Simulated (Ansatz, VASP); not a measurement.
One calculation of La2NbO5, two programs

```
La Nb O
1.0
    -1.99236    1.99236    7.95849
     1.99236   -1.99236    7.95849
     1.99236    1.99236   -7.95849
La Nb O
2 1 5
Direct
  0.35037 0.35037 0.00000
  0.69052 0.69052 0.00000
  0.99389 0.99389 0.00000
  0.10930 0.10930 0.00000
  0.46476 0.96476 0.50000
  0.96476 0.46476 0.50000
  0.26570 0.76570 0.50000
  0.76570 0.26570 0.50000
```

Alike in both runs: functional PBE; k mesh 4 × 4 × 4; occupations gaussian, width 0.15 eV; no spin polarisation.

Ansatz relaxed the structure, and its values are those at the end. VASP's run is a single point on that final structure, the one shown.

|  | VASP | Ansatz |
| --- | --- | --- |
| version | VASP 6.6.1 | Ansatz 0.2.0 |
| potentials or method | VASP PAW PBE potentials, release 64 (La, Nb_sv, O), cutoff 520 eV | scalar-relativistic, plane waves, PAW |
| valence electrons in the cell | 65 | 65 |

Ansatz gave:

| Item | Value |
| --- | --- |
| gap on the k mesh at the Fermi level (eV) | none |
| pressure (GPa) | 0.1 |
| rms of the force components (eV/Å) | 0.006 |

**Question.** Which values does VASP return?

**Answer.** gap on the k mesh at the Fermi level (eV): none; pressure (GPa): -0.1; rms of the force components (eV/Å): 0.013.

A gap of «none» marks a metal or a gap that the smearing closes.

The k mesh is coarse, so the values compare programs but aren't converged. Neither program's run includes spin-orbit coupling.
